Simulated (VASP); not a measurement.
# MgO (P-6m2) in VASP: a series of runs

The runs below take MgO through single point, with r2SCAN.

Program: VASP 6.6.1. These are calculated values, not measurements. Logs are shortened: lines on timing, memory, paths and dates and some standing lists are left out, and cuts for length are marked.

## (1) The cell of the first run

The structure is hexagonal, space group P-6m2 (No. 187). The conventional cell has a = 3.158 Å, b = 3.158 Å, c = 2.680 Å, α = 90.00°, β = 90.00°, γ = 120.00°. Mg (site symmetry -6m2) has 6 O at 2.26 Å and 2 Mg at 2.68 Å within 3.0 Å. O (site symmetry -6m2) has 6 Mg at 2.26 Å and 2 O at 2.68 Å within 3.0 Å.

## (2) Single point, r2SCAN (strain +0.0750 x Voigt [1, 1, 0, 0, 0, 0])

POSCAR

```
MgO
1.0
    3.1583724712      0.0000000000      0.0000000000
   -1.5791862356      2.7352307946      0.0000000000
    0.0000000000      0.0000000000      2.6796800000
Mg O
1 1
Direct
    0.0000000000      0.0000000000      0.0000000000
    0.3333333333      0.6666666667      0.5000000000
```

INCAR.step1

```
PREC = Accurate ; ENCUT = 520
ISMEAR = 0 ; SIGMA = 0.05
LREAL = F ; LASPH = T
NELM = 60 ; NBANDS = 11
GGA = PE ; ALGO = Normal
EDIFF = 1E-4 ; LWAVE = T
LCHARG = F
```

INCAR.step2

```
PREC = Accurate ; ENCUT = 520
EDIFF = 1E-7 ; ISMEAR = 0
SIGMA = 0.05 ; LREAL = F
LASPH = T ; NELM = 60
ALGO = Normal ; ISIF = 2
LWAVE = F ; LCHARG = F
METAGGA = R2SCAN ; LMIXTAU = T
NBANDS = 11 ; ISTART = 1
```

KPOINTS

```
regular mesh
0
Gamma
  9 9 8
```

Potentials or basis: VASP PAW PBE potentials, release 64 (Mg, O).

Command:

```
$ cat potpaw_PBE.64/Mg/POTCAR potpaw_PBE.64/O/POTCAR > POTCAR
$ cp INCAR.step1 INCAR
$ mpirun -np 1 vasp_std > vasp.out
$ cp INCAR.step2 INCAR
$ mpirun -np 1 vasp_std > vasp.out
```

OUTCAR:

```text
PREC = Accurate
   ENCUT = 520
   EDIFF = 1E-7
   ISMEAR = 0
   LREAL = F
   LASPH = T
   NELM = 60
   ISIF = 2
   METAGGA = R2SCAN
   ISTART = 1

 ion  position               nearest neighbor table
   1  0.000  0.000  0.000-   2 2.26   2 2.26   2 2.26   2 2.26   2 2.26   2 2.26
   2  0.333  0.667  0.500-   1 2.26   1 2.26   1 2.26   1 2.26   1 2.26   1 2.26

  LATTYP: Found a hexagonal cell.
 ALAT       =     3.1583724712
 C/A-ratio  =     0.8484369796

  Lattice vectors:

 A1 = (   3.1583724712,   0.0000000000,   0.0000000000)
 A2 = (  -1.5791862356,   2.7352307946,   0.0000000000)
 A3 = (   0.0000000000,   0.0000000000,   2.6796800000)

Analysis of symmetry for initial positions (statically):
=====================================================================
 Subroutine PRICEL returns:
 Original cell was already a primitive cell.

 Routine SETGRP: Setting up the symmetry group for a
 hexagonal supercell.

 Subroutine GETGRP returns: Found 12 space group operations
 (whereof 12 operations were pure point group operations)
 out of a pool of 24 trial point group operations.

The static configuration has the point symmetry D_3h.

Analysis of symmetry for dynamics (positions and initial velocities):
=====================================================================
 Subroutine PRICEL returns:
 Original cell was already a primitive cell.

 Routine SETGRP: Setting up the symmetry group for a
 hexagonal supercell.

 Subroutine GETGRP returns: Found 12 space group operations
 (whereof 12 operations were pure point group operations)
 out of a pool of 24 trial point group operations.

The dynamic configuration has the point symmetry D_3h.

 Subroutine INISYM returns: Found 12 space group operations
 (whereof 12 operations are pure point group operations),
 and found     1 'primitive' translations

----------------------------------------------------------------------------------------

                                     Primitive cell

  volume of cell :      23.1494

  direct lattice vectors                    reciprocal lattice vectors
     3.158372471  0.000000000  0.000000000     0.316618768  0.182799931  0.000000000
    -1.579186236  2.735230795  0.000000000     0.000000000  0.365599862  0.000000000
     0.000000000  0.000000000  2.679680000     0.000000000  0.000000000  0.373178887

  length of vectors
     3.158372471  3.158372471  2.679680000     0.365599862  0.365599862  0.373178887

  position of ions in fractional coordinates (direct lattice)
     0.000000000  0.000000000  0.000000000
     0.333333333  0.666666667  0.500000000

  ion indices of the primitive-cell ions
   primitive index   ion index
                 1           1
                 2           2

----------------------------------------------------------------------------------------

 KPOINTS: regular mesh

Automatic generation of k-mesh.
 Grid dimensions read from file:
 generate k-points for:    9    9    8

 Generating k-lattice:

  Cartesian coordinates                     Fractional coordinates (reciprocal lattice)
     0.035179863  0.020311103  0.000000000     0.111111111  0.000000000  0.000000000
     0.000000000  0.040622207  0.000000000     0.000000000  0.111111111  0.000000000
     0.000000000  0.000000000  0.046647361     0.000000000  0.000000000  0.125000000

  Length of vectors
     0.040622207  0.040622207  0.046647361

  Shift w.r.t. Gamma in fractional coordinates (k-lattice)
     0.000000000  0.000000000  0.000000000

 Subroutine IBZKPT returns following result:
 ===========================================

 Found     60 irreducible k-points:

 Following reciprocal coordinates:
            Coordinates               Weight
  0.000000  0.000000  0.000000      1.000000
  0.111111  0.000000  0.000000      6.000000
  0.222222 -0.000000  0.000000      6.000000
  0.333333  0.000000  0.000000      6.000000
  0.444444 -0.000000  0.000000      6.000000
  0.111111  0.111111  0.000000      6.000000
[... 16 lines left out ...]
  0.333333  0.222222  0.125000     24.000000
  0.333333  0.333333  0.125000      4.000000
 [... further k-points ...]
   k-points           NKPTS =     60   k-points in BZ     NKDIM =     60   number of bands    NBANDS=     11
   number of dos      NEDOS =    301   number of ions     NIONS =      2
   total plane-waves  NPLWV =  11520
   dimension x,y,z NGX =    24 NGY =   24 NGZ =   20
   dimension x,y,z NGXF=    48 NGYF=   48 NGZF=   40
   ions per type =               1   1
   NGX,Y,Z   is equivalent  to a cutoff of  12.63, 12.63, 12.41 a.u.
   NGXF,Y,Z  is equivalent  to a cutoff of  25.27, 25.27, 24.82 a.u.
 SYSTEM =  unknown system
   PREC   = accura    normal or accurate (medium, high low for compatibility)
   ISTART =      1    job   : 0-new  1-cont  2-samecut
   ICHARG =      0    charge: 1-file 2-atom 10-const
   ISPIN  =      1    spin polarized calculation?
   LNONCOLLINEAR =      F non collinear calculations
   LSORBIT =      F    spin-orbit coupling
   LASPH  =      T    aspherical Exc in radial PAW
   ENCUT  =  520.0 eV  38.22 Ry    6.18 a.u.   5.87  5.87  4.98*2*pi/ulx,y,z
   NELM   =     60;   NELMIN=  2; NELMDL=  0     # of ELM steps
   EDIFF  = 0.1E-06   stopping-criterion for ELM
   LREAL  =      F    real-space projection
   EDIFFG = 0.1E-05   stopping-criterion for IOM
   NSW    =      0    number of steps for IOM
   IBRION =     -1    ionic relax: 0-MD 1-quasi-New 2-CG
   NFREE  =      0    steps in history (QN), initial steepest desc. (CG)
   ISIF   =      2    stress and relaxation
   ISYM   =      2    0-nonsym 1-usesym 2-fastsym
   POTIM  = 0.5000    time-step for ionic-motion
   TEBEG  =    0.0;   TEEND  =   0.0 temperature during run
   PSTRESS=    0.0 pullay stress
   NELECT =       8.0000    total number of electrons
   NUPDOWN=      -1.0000    fix difference up-down
   EMIN   =  10.00;   EMAX   =-10.00  energy-range for DOS
   EFERMI =   0.00;   METHOD = LEGACY
   ISMEAR =     0;   SIGMA  =   0.05  broadening in eV -4-tet -1-fermi 0-gaus
   EFERMI_NEDOS =   21; number of points for ismear=-14 and -15
   IALGO  =     38    algorithm
   IMIX   =      4    mixing-type and parameters
     AMIX     =   0.40;   BMIX     =  1.00
     AMIX_MAG =   1.60;   BMIX_MAG =  1.00
  volume/ion in A,a.u.               =      11.57        78.11
  Fermi-wavevector in a.u.,A,eV,Ry     =   1.148836  2.170985 17.957301  1.319824
  Thomas-Fermi vector in A             =   2.285509
   LORBIT       =      0    0 simple, 1 ext, 2 COOP (PROOUT), +10 PAW based schemes
   METAGGA = R2SCAN    functional components
   LHFCALC =     F    Hartree Fock is set to
   AEXX    =    0.0000 exact exchange contribution
   IVDW    =     0    specifies the selected vdW correction
   LEPSILON=     F    determine dielectric tensor
   LRPA    =     F    only Hartree local field effects (RPA)
 non-spin polarized calculation
 Gauss-broadening in eV      SIGMA  =   0.05
  energy-cutoff  :      520.00
  volume of cell :       23.15
 maximum number of plane-waves:       646
 NGX is ok and might be reduce to    24
   NGX = 11   NGY = 11   NGZ =  9

 number of electron       7.9999991 magnetization

 Free energy of the ion-electron system (eV)
  ---------------------------------------------------
  ext. energy  EPLUGINS =         0.00000000
  ---------------------------------------------------
  free energy    TOTEN  =       -15.04480881 eV

  energy without entropy =      -15.04480881  energy(sigma->0) =      -15.04480881

 E-fermi :   2.7702     XC(G=0): -10.5060

 val. band max:        2.4520477008   @ k =   0.3333   0.3333   0.0000
 cond. band min:       4.6893723352   @ k =   0.0000   0.0000   0.0000
 fundamental gap:      2.2373246344
 Fermi energy:         2.7701799356

 k-point     1 :       0.0000    0.0000    0.0000
  band No.  band energies     occupation
      1     -15.7847      2.00000
      2       1.1194      2.00000
      3       1.1194      2.00000
      4       2.1888      2.00000
      5       4.6894      0.00000
      6      14.7139      0.00000
      7      16.3121      0.00000
      8      16.3121      0.00000
      9      20.9777      0.00000
     10      23.3625      0.00000
     11      23.7917      0.00000

 k-point     2 :       0.1111    0.0000    0.0000
  band No.  band energies     occupation
      1     -15.7138      2.00000
      2       0.4430      2.00000
      3       1.0425      2.00000
      4       2.2150      2.00000
      5       5.4314      0.00000
      6      13.9329      0.00000
      7      16.3555      0.00000
      8      16.6001      0.00000
      9      21.8438      0.00000
     10      23.2194      0.00000
     11      23.9572      0.00000

 k-point     3 :       0.2222   -0.0000    0.0000
  band No.  band energies     occupation
      1     -15.5279      2.00000
      2      -0.7496      2.00000
      3       0.8556      2.00000
      4       2.2825      2.00000
      5       6.7868      0.00000
      6      12.5732      0.00000
      7      16.5898      0.00000
      8      17.3134      0.00000
      9      22.0674      0.00000
     10      22.8384      0.00000
     11      24.5623      0.00000

 k-point     4 :       0.3333    0.0000    0.0000
  band No.  band energies     occupation
      1     -15.3042      2.00000
      2      -1.7702      2.00000
      3       0.6553      2.00000
      4       2.3613      2.00000
      5       7.9162      0.00000
      6      11.7423      0.00000
      7      16.4411      0.00000
      8      18.0670      0.00000
      9      22.3749      0.00000
     10      22.4807      0.00000
     11      25.8709      0.00000

 k-point     5 :       0.4444   -0.0000    0.0000
  band No.  band energies     occupation
      1     -15.1500      2.00000
      2      -2.3474      2.00000
      3       0.5307      2.00000
      4       2.4140      2.00000
      5       8.3876      0.00000
      6      11.6925      0.00000
      7      15.9307      0.00000
      8      18.5042      0.00000
      9      22.0580      0.00000
     10      23.6102      0.00000
     11      27.2869      0.00000
[... 211 lines left out ...]
 k-point    21 :       0.4444    0.1111    0.1250
  band No.  band energies     occupation
      1     -15.0099      2.00000
      2      -2.1157      2.00000
      3       0.2425      2.00000
      4       1.7605      2.00000
      5       9.1947      0.00000
      6      11.6262      0.00000
      7      15.8739      0.00000
      8      18.5732      0.00000
      9      19.6919      0.00000
     10      24.0112      0.00000
     11      26.1220      0.00000

 k-point    22 :       0.2222    0.2222    0.1250
  band No.  band energies     occupation
      1     -15.1001      2.00000
      2      -1.6016      2.00000
      3       0.0211      2.00000
      4       1.7052      2.00000
      5       9.2301      0.00000
      6      11.7017      0.00000
      7      15.9159      0.00000
      8      17.9658      0.00000
      9      21.1152      0.00000
     10      21.8485      0.00000
     11      26.0825      0.00000

 k-point    23 :       0.3333    0.2222    0.1250
  band No.  band energies     occupation
      1     -14.9862      2.00000
      2      -1.7641      2.00000
      3      -0.4540      2.00000
      4       1.7822      2.00000
      5       9.9042      0.00000
      6      11.7798      0.00000
      7      15.0362      0.00000
      8      18.7328      0.00000
      9      20.3086      0.00000
     10      22.7579      0.00000
     11      26.0766      0.00000

 k-point    24 :       0.3333    0.3333    0.1250
  band No.  band energies     occupation
      1     -14.9468      2.00000
      2      -1.3323      2.00000
      3      -1.1737      2.00000
      4       1.8096      2.00000
      5      10.2975      0.00000
      6      12.1499      0.00000
      7      14.2734      0.00000
      8      19.1079      0.00000
      9      20.3422      0.00000
     10      22.5459      0.00000
     11      26.0883      0.00000

 [... further k-points ...]
[... 5 lines left out ...]
  --------------------------------------------------------------------------------------
  -------------------------------------------------------------------------------------
  Total       -4.0352663     -4.0352663     -0.0231073     -0.0000000      0.0000000      0.0000000
  in kB     -279.2817272   -279.2817272     -1.5992595     -0.0000000      0.0000000      0.0000000
  external PRESSURE =    -186.7209047 kB  Pullay stress =       0.0000000 kB

 VOLUME and BASIS-vectors are now :
 -----------------------------------------------------------------------------
  energy-cutoff  :      520.00
  volume of cell :       23.15
      direct lattice vectors                 reciprocal lattice vectors
     3.158372471  0.000000000  0.000000000     0.316618768  0.182799931  0.000000000
    -1.579186236  2.735230795  0.000000000     0.000000000  0.365599862  0.000000000
     0.000000000  0.000000000  2.679680000     0.000000000  0.000000000  0.373178887

 POSITION                                       TOTAL-FORCE (eV/Angst)
 -----------------------------------------------------------------------------------
      0.00000      0.00000      0.00000         0.000000      0.000000      0.000000
     -0.00000      1.82349      1.33984         0.000000     -0.000000      0.000000
 -----------------------------------------------------------------------------------
    total drift:                                0.000000     -0.000000     -0.000000

  FREE ENERGIE OF THE ION-ELECTRON SYSTEM (eV)
  ---------------------------------------------------
  free  energy   TOTEN  =       -15.0448088092 eV

  energy  without entropy=      -15.0448088092  energy(sigma->0) =      -15.04480881
```

Wall time 36 s (1 thread of Intel Xeon 6975P-C, shared host); peak memory 0.15 GiB.

Results:

```
Free energy            : -15.0448 eV
Pressure               : -18.7 GPa
Band gap on the k mesh : 2.24 eV, indirect (least direct gap 2.50 eV)
```

Stress tensor (GPa, compression positive):
```
-27.93   0.00   0.00
  0.00 -27.93   0.00
  0.00   0.00  -0.16
```

Levels at points of the mesh, in eV from the valence-band top:
| k point | band 1 | band 2 | band 3 | band 4 | band 5 | band 6 | band 7 | band 8 | band 9 |
| --- | --- | --- | --- | --- | --- | --- | --- | --- | --- |
| (0.00, 0.00, 0.00) | -18.24 | -1.33 | -1.33 | -0.26 | 2.24 | 12.26 | 13.86 | 13.86 | 18.53 |
| (0.00, 0.00, 0.50) | -17.27 | -4.97 | -0.73 | -0.73 | 7.06 | 8.65 | 16.83 | 16.83 | 17.21 |

Caveat: the cell differs from its parent crystal (strain +0.0750 x Voigt [1, 1, 0, 0, 0, 0]); the PAW data sets were made with another functional, which shifts forces and pressure a little. A k mesh can miss the band edges.

(Continued in part 2 of 2.)
